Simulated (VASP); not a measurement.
# TiB2 (de600) (P6/mmm) in VASP: notebook

TiB2 (de600) is run at these levels: LDA; tasks: single point, relaxation of cell and atoms.

Everything below comes from runs of VASP 6.6.1. Logs are shortened: lines on timing, memory, paths and dates and some standing lists are left out, and cuts for length are marked.

## (1) The cell of the first run

The structure is hexagonal, space group P6/mmm (No. 191). The conventional cell has a = 2.994 Å, b = 2.994 Å, c = 3.159 Å, α = 90.00°, β = 90.00°, γ = 120.00°. Within 3.1 Å of Ti (site symmetry 6/mmm) lie 12 B at 2.34 Å and 6 Ti at 2.99 Å. B (site symmetry -6m2) has 3 B at 1.73 Å within 2.3 Å.

## (2) Single point, LDA

The input, INCAR:

```
SYSTEM = TiB2
PREC     = Accurate       ! precision mode
ENCUT    = 520            ! plane-wave cutoff, eV
EDIFF    = 1E-6           ! SCF threshold, eV
ISMEAR   = -1             ! smearing method
SIGMA    = 0.15           ! smearing width, eV
LREAL    = .False.        ! projectors in reciprocal space
LASPH    = .True.         ! aspherical terms in the spheres
NELM     = 60             ! most SCF steps
ALGO     = Normal         ! electronic algorithm
ISIF     = 2              ! what is computed and relaxed
LWAVE    = .False.        ! write WAVECAR
LCHARG   = .False.        ! write CHGCAR
GGA      = CA             ! functional
NBANDS   = 16             ! bands
```

The input, KPOINTS:

```
Automatic mesh
0
Gamma
  15 15 12
  0 0 0
```

The input, POSCAR:

```
TiB2
1.0
    2.9943000751      0.0000000029      0.0000000000
   -1.4971500401      2.5931399302      0.0000000000
    0.0000000000      0.0000000000      3.1593399942
Ti B
1 2
Direct
    0.0000000000      0.0000000000      0.0000000000
    0.3333333333      0.6666666667      0.5000000000
    0.6666666667      0.3333333333      0.5000000000
```

Potentials or basis: VASP PAW LDA potentials, release 64 (Ti_sv, B).

On the command line:

```
$ cat potpaw_LDA.64/Ti_sv/POTCAR potpaw_LDA.64/B/POTCAR > POTCAR
$ mpirun -np 1 vasp_std > vasp.out
```

OUTCAR:

```text
SYSTEM = TiB2
   PREC = Accurate
   ENCUT = 520
   EDIFF = 1E-6
   ISMEAR = -1
   LREAL = .False.
   LASPH = .True.
   NELM = 60
   ISIF = 2
   GGA = CA

 ion  position               nearest neighbor table
   1  0.000  0.000  0.000-   2 2.34   3 2.34   2 2.34   3 2.34   3 2.34   3 2.34   2 2.34   2 2.34
                             3 2.34   3 2.34   2 2.34   2 2.34
   2  0.333  0.667  0.500-   3 1.73   3 1.73   3 1.73   1 2.34   1 2.34   1 2.34   1 2.34   1 2.34
                             1 2.34
   3  0.667  0.333  0.500-   2 1.73   2 1.73   2 1.73   1 2.34   1 2.34   1 2.34   1 2.34   1 2.34
                             1 2.34

  LATTYP: Found a hexagonal cell.
 ALAT       =     2.9943000751
 C/A-ratio  =     1.0551180292

  Lattice vectors:

 A1 = (   2.9943000751,   0.0000000029,   0.0000000000)
 A2 = (  -1.4971500401,   2.5931399302,   0.0000000000)
 A3 = (   0.0000000000,   0.0000000000,   3.1593399942)

Analysis of symmetry for initial positions (statically):
=====================================================================
 Subroutine PRICEL returns:
 Original cell was already a primitive cell.

 Routine SETGRP: Setting up the symmetry group for a
 hexagonal supercell.

 Subroutine GETGRP returns: Found 24 space group operations
 (whereof 24 operations were pure point group operations)
 out of a pool of 24 trial point group operations.

The static configuration has the point symmetry D_6h.

Analysis of symmetry for dynamics (positions and initial velocities):
=====================================================================
 Subroutine PRICEL returns:
 Original cell was already a primitive cell.

 Routine SETGRP: Setting up the symmetry group for a
 hexagonal supercell.

 Subroutine GETGRP returns: Found 24 space group operations
 (whereof 24 operations were pure point group operations)
 out of a pool of 24 trial point group operations.

The dynamic configuration has the point symmetry D_6h.

 Subroutine INISYM returns: Found 24 space group operations
 (whereof 24 operations are pure point group operations),
 and found     1 'primitive' translations

----------------------------------------------------------------------------------------

                                     Primitive cell

  volume of cell :      24.5311

  direct lattice vectors                    reciprocal lattice vectors
     2.994300075  0.000000003  0.000000000     0.333967864  0.192816436  0.000000000
    -1.497150040  2.593139930  0.000000000    -0.000000000  0.385632872  0.000000000
     0.000000000  0.000000000  3.159339994     0.000000000  0.000000000  0.316521806

  length of vectors
     2.994300075  2.994300075  3.159339994     0.385632872  0.385632872  0.316521806

  position of ions in fractional coordinates (direct lattice)
     0.000000000  0.000000000  0.000000000
     0.333333333  0.666666667  0.500000000
     0.666666667  0.333333333  0.500000000

  ion indices of the primitive-cell ions
   primitive index   ion index
                 1           1
                 2           2
                 3           3

----------------------------------------------------------------------------------------

 KPOINTS: Automatic mesh

Automatic generation of k-mesh.
 Grid dimensions read from file:
 generate k-points for:   15   15   12

 Generating k-lattice:

  Cartesian coordinates                     Fractional coordinates (reciprocal lattice)
     0.022264524  0.012854429  0.000000000     0.066666667  0.000000000  0.000000000
    -0.000000000  0.025708858  0.000000000     0.000000000  0.066666667  0.000000000
     0.000000000  0.000000000  0.026376817     0.000000000  0.000000000  0.083333333

  Length of vectors
     0.025708858  0.025708858  0.026376817

  Shift w.r.t. Gamma in fractional coordinates (k-lattice)
     0.000000000  0.000000000  0.000000000

 Subroutine IBZKPT returns following result:
 ===========================================

 Found    189 irreducible k-points:

 Following reciprocal coordinates:
            Coordinates               Weight
  0.000000  0.000000  0.000000      1.000000
  0.066667 -0.000000  0.000000      6.000000
  0.133333 -0.000000  0.000000      6.000000
  0.200000  0.000000  0.000000      6.000000
  0.266667 -0.000000  0.000000      6.000000
  0.333333 -0.000000  0.000000      6.000000
[... 16 lines left out ...]
  0.333333  0.200000  0.000000     12.000000
  0.400000  0.200000  0.000000      6.000000
 [... further k-points ...]
   k-points           NKPTS =    189   k-points in BZ     NKDIM =    189   number of bands    NBANDS=     16
   number of dos      NEDOS =    301   number of ions     NIONS =      3
   total plane-waves  NPLWV =  13824
   dimension x,y,z NGX =    24 NGY =   24 NGZ =   24
   dimension x,y,z NGXF=    48 NGYF=   48 NGZF=   48
   ions per type =               1   2
   NGX,Y,Z   is equivalent  to a cutoff of  13.32, 13.32, 12.63 a.u.
   NGXF,Y,Z  is equivalent  to a cutoff of  26.65, 26.65, 25.26 a.u.
 SYSTEM =  TiB2
   PREC   = accura    normal or accurate (medium, high low for compatibility)
   ISTART =      0    job   : 0-new  1-cont  2-samecut
   ICHARG =      2    charge: 1-file 2-atom 10-const
   ISPIN  =      1    spin polarized calculation?
   LNONCOLLINEAR =      F non collinear calculations
   LSORBIT =      F    spin-orbit coupling
   LASPH  =      T    aspherical Exc in radial PAW
   ENCUT  =  520.0 eV  38.22 Ry    6.18 a.u.   5.57  5.57  5.87*2*pi/ulx,y,z
   NELM   =     60;   NELMIN=  2; NELMDL= -5     # of ELM steps
   EDIFF  = 0.1E-05   stopping-criterion for ELM
   LREAL  =      F    real-space projection
   EDIFFG = 0.1E-04   stopping-criterion for IOM
   NSW    =      0    number of steps for IOM
   IBRION =     -1    ionic relax: 0-MD 1-quasi-New 2-CG
   NFREE  =      0    steps in history (QN), initial steepest desc. (CG)
   ISIF   =      2    stress and relaxation
   ISYM   =      2    0-nonsym 1-usesym 2-fastsym
   POTIM  = 0.5000    time-step for ionic-motion
   TEBEG  =    0.0;   TEEND  =   0.0 temperature during run
   PSTRESS=    0.0 pullay stress
   NELECT =      18.0000    total number of electrons
   NUPDOWN=      -1.0000    fix difference up-down
   EMIN   =  10.00;   EMAX   =-10.00  energy-range for DOS
   EFERMI =   0.00;   METHOD = LEGACY
   ISMEAR =    -1;   SIGMA  =   0.15  broadening in eV -4-tet -1-fermi 0-gaus
   EFERMI_NEDOS =   21; number of points for ismear=-14 and -15
   IALGO  =     38    algorithm
   IMIX   =      4    mixing-type and parameters
     AMIX     =   0.40;   BMIX     =  1.00
     AMIX_MAG =   1.60;   BMIX_MAG =  1.00
  volume/ion in A,a.u.               =       8.18        55.18
  Fermi-wavevector in a.u.,A,eV,Ry     =   1.476590  2.790350 29.665009  2.180317
  Thomas-Fermi vector in A             =   2.591098
   LORBIT       =      0    0 simple, 1 ext, 2 COOP (PROOUT), +10 PAW based schemes
   GGA     = CA    functional components
   LHFCALC =     F    Hartree Fock is set to
   AEXX    =    0.0000 exact exchange contribution
   IVDW    =     0    specifies the selected vdW correction
   LEPSILON=     F    determine dielectric tensor
   LRPA    =     F    only Hartree local field effects (RPA)
 non-spin polarized calculation
  energy-cutoff  :      520.00
  volume of cell :       24.53
 maximum number of plane-waves:       684
 NGX is ok and might be reduce to    24
   NGX = 11   NGY = 11   NGZ = 11

 number of electron      18.0000000 magnetization

 Free energy of the ion-electron system (eV)
  ---------------------------------------------------
  ext. energy  EPLUGINS =         0.00000000
  ---------------------------------------------------
  free energy    TOTEN  =       -26.93461275 eV

  energy without entropy =      -26.90546741  energy(sigma->0) =      -26.92004008

 E-fermi :  10.4163     XC(G=0): -13.1705

 val. band max:       10.4031907610   @ k =   0.2000   0.2000   0.0833
 cond. band min:      10.4428273888   @ k =   0.0667   0.0667   0.3333
 fundamental gap:      0.0396366278
 Fermi energy:        10.4163393389

 k-point     1 :       0.0000    0.0000    0.0000
  band No.  band energies     occupation
      1     -45.6910      2.00000
      2     -22.4368      2.00000
      3     -22.0960      2.00000
      4     -22.0960      2.00000
      5      -3.0935      2.00000
      6       7.6748      2.00000
[... 8 lines left out ...]
     15      16.3503      0.00000
     16      17.7592      0.00000

 k-point     2 :       0.0667   -0.0000    0.0000
  band No.  band energies     occupation
      1     -45.6880      2.00000
      2     -22.4332      2.00000
      3     -22.1175      2.00000
      4     -22.1008      2.00000
      5      -3.0056      2.00000
      6       7.4352      2.00000
[... 8 lines left out ...]
     15      16.9267      0.00000
     16      18.0232      0.00000

 k-point     3 :       0.1333   -0.0000    0.0000
  band No.  band energies     occupation
      1     -45.6798      2.00000
      2     -22.4232      2.00000
      3     -22.1777      2.00000
      4     -22.1145      2.00000
      5      -2.7456      2.00000
      6       6.7842      2.00000
[... 8 lines left out ...]
     15      18.1463      0.00000
     16      18.8114      0.00000

 k-point     4 :       0.2000    0.0000    0.0000
  band No.  band energies     occupation
      1     -45.6676      2.00000
      2     -22.4083      2.00000
      3     -22.2654      2.00000
      4     -22.1344      2.00000
      5      -2.3242      2.00000
      6       5.8757      2.00000
[... 8 lines left out ...]
     15      18.5192      0.00000
     16      19.6499      0.00000

 k-point     5 :       0.2667   -0.0000    0.0000
  band No.  band energies     occupation
      1     -45.6535      2.00000
      2     -22.3911      2.00000
      3     -22.3649      2.00000
      4     -22.1573      2.00000
      5      -1.7568      2.00000
      6       4.8409      2.00000
[... 8 lines left out ...]
     15      18.2164      0.00000
     16      20.1757      0.00000

 k-point     6 :       0.3333   -0.0000    0.0000
  band No.  band energies     occupation
      1     -45.6401      2.00000
      2     -22.4586      2.00000
      3     -22.3747      2.00000
      4     -22.1791      2.00000
      5      -1.0610      2.00000
      6       3.7622      2.00000
[... 8 lines left out ...]
     15      18.3837      0.00000
     16      19.8798      0.00000
[... 267 lines left out ...]
 k-point    21 :       0.2000    0.2000    0.0000
  band No.  band energies     occupation
      1     -45.6368      2.00000
      2     -22.4375      2.00000
      3     -22.3707      2.00000
      4     -22.2296      2.00000
      5      -0.8999      2.00000
      6       4.2140      2.00000
[... 8 lines left out ...]
     15      19.4749      0.00000
     16      20.5614      0.00000

 k-point    22 :       0.2667    0.2000    0.0000
  band No.  band energies     occupation
      1     -45.6269      2.00000
      2     -22.4813      2.00000
      3     -22.3586      2.00000
      4     -22.2709      2.00000
      5      -0.1617      2.00000
      6       3.4596      2.00000
[... 8 lines left out ...]
     15      19.5523      0.00000
     16      20.7939      0.00000

 k-point    23 :       0.3333    0.2000    0.0000
  band No.  band energies     occupation
      1     -45.6201      2.00000
      2     -22.5087      2.00000
      3     -22.3504      2.00000
      4     -22.3012      2.00000
      5       0.6782      2.00000
      6       2.5486      2.00000
[... 8 lines left out ...]
     15      19.6186      0.00000
     16      20.8787      0.00000

 k-point    24 :       0.4000    0.2000    0.0000
  band No.  band energies     occupation
      1     -45.6177      2.00000
      2     -22.5179      2.00000
      3     -22.3475      2.00000
      4     -22.3123      2.00000
      5       1.5680      2.00000
      6       1.6226      2.00000
[... 8 lines left out ...]
     15      19.6615      0.00000
     16      20.9053      0.00000

 [... further k-points ...]

------------------------ aborting loop because EDIFF is reached ----------------------------------------

  FORCE on cell =-STRESS in cart. coord.  units (eV):
  Direction    XX          YY          ZZ          XY          YZ          ZX
  --------------------------------------------------------------------------------------
  -------------------------------------------------------------------------------------
  Total        0.1045917      0.1045917      0.1033562     -0.0000000     -0.0000000      0.0000000
  in kB        6.8310902      6.8310902      6.7503991     -0.0000000     -0.0000000      0.0000000
  external PRESSURE =       6.8041932 kB  Pullay stress =       0.0000000 kB

 VOLUME and BASIS-vectors are now :
 -----------------------------------------------------------------------------
  energy-cutoff  :      520.00
  volume of cell :       24.53
      direct lattice vectors                 reciprocal lattice vectors
     2.994300075  0.000000003  0.000000000     0.333967864  0.192816436  0.000000000
    -1.497150040  2.593139930  0.000000000    -0.000000000  0.385632872  0.000000000
     0.000000000  0.000000000  3.159339994     0.000000000  0.000000000  0.316521806

 POSITION                                       TOTAL-FORCE (eV/Angst)
 -----------------------------------------------------------------------------------
      0.00000      0.00000      0.00000        -0.000000      0.000000      0.000000
     -0.00000      1.72876      1.57967        -0.000000      0.000000     -0.000000
      1.49715      0.86438      1.57967         0.000000     -0.000000      0.000000
 -----------------------------------------------------------------------------------
    total drift:                               -0.000000      0.000000      0.000000

  FREE ENERGIE OF THE ION-ELECTRON SYSTEM (eV)
  ---------------------------------------------------
  free  energy   TOTEN  =       -26.9346127493 eV

  energy  without entropy=      -26.9054674061  energy(sigma->0) =      -26.92004008
```

It took 54 s on 1 thread of Intel Xeon Platinum 8259CL at 2.50GHz (Skylake/Cascade Lake), shared host; peak memory 0.19 GiB.

What came out:

| Property | Result |
| --- | --- |
| Free energy | -26.9346 eV |
| Pressure | 0.7 GPa |
| Band gap on the k mesh | zero (band 9 reaches 10.91 eV, above the bottom of band 10 at 10.17 eV) |

(Continued in part 2 of 2.)
